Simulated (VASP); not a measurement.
Crystal: Pd.

```
Pd
1.0
     0.00000    1.93919    1.93919
     1.93919    0.00000    1.93919
     1.93919    1.93919    0.00000
Pd
1
Cartesian
  0.0000 0.0000 0.0000
```

Base run:

```yaml
Program: VASP 6.6.1
Functional: PBEsol
Potentials_or_basis: VASP PAW PBE potentials, release 64 (Pd)
Cutoff: 520 eV
k_mesh: 23 × 23 × 23
Occupations: fermi-dirac, width 0.05 eV
Spin: collinear spin, ferromagnetic start
Starting_moments: "[0.312] μB"
```

Its results: pressure -0.8 GPa; net moment 0.00 μB per cell.

The run is repeated on the same cell with these changes: k mesh from 23 × 23 × 23 to 14 × 14 × 14; moments at the start from [0.31] to [0.5]. What comes out?

Pressure -0.3 GPa; net moment 0.31 μB per cell; site moments Pd +0.31 μB.

Caveats: the PAW data sets were made with another functional, which shifts forces and pressure a little.
